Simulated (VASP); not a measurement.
Here is a VASP 6.6.1 calculation.

File INCAR:

```
ALGO = Normal
EDIFF = 1E-6
ENCUT = 600
GGA = PS
GGA_COMPAT = False
ISIF = 2
ISMEAR = -1
LASPH = True
LCHARG = False
LREAL = False
LWAVE = False
NBANDS = 28
NELM = 120
PREC = Accurate
SIGMA = 0.05
```

The input KPOINTS:

```
k-points
0
Gamma
  6 6 6
```

File POSCAR:

```
KTaO3
1.0
    4.1478320000      0.0000000000      0.0000000000
    0.0000000000      4.1478320000      0.0000000000
    0.0000000000      0.0000000000      3.9883000000
Ta K O
1 1 3
Direct
    0.0000000000      0.0000000000      0.0000000000
    0.5000000000      0.5000000000      0.5000000000
    0.0000000000      0.0000000000      0.5000000000
    0.0000000000      0.5000000000      0.0000000000
    0.5000000000      0.0000000000      0.0000000000
```

Potentials or basis: VASP PAW PBE potentials, release 64 (Ta_sv_GW, K_sv, O).

Run with:

```console
$ cat potpaw_PBE.64/Ta_sv_GW/POTCAR potpaw_PBE.64/K_sv/POTCAR potpaw_PBE.64/O/POTCAR > POTCAR
$ mpirun -np 1 vasp_std > vasp.out
```

Task: Estimate the band gap on the k mesh.

Result: 1.87 eV, indirect (least direct gap 2.52 eV).

Task: Predict the pressure.

Result: -13.2 GPa.

Stress tensor (GPa, compression positive):
```
-16.90   0.00   0.00
  0.00 -16.90   0.00
  0.00   0.00  -5.66
```

Caveat: the PAW data sets were made with another functional, which shifts forces and pressure a little; spin-orbit coupling is left out, which moves the levels of the heavy elements. A k mesh can miss the band edges.
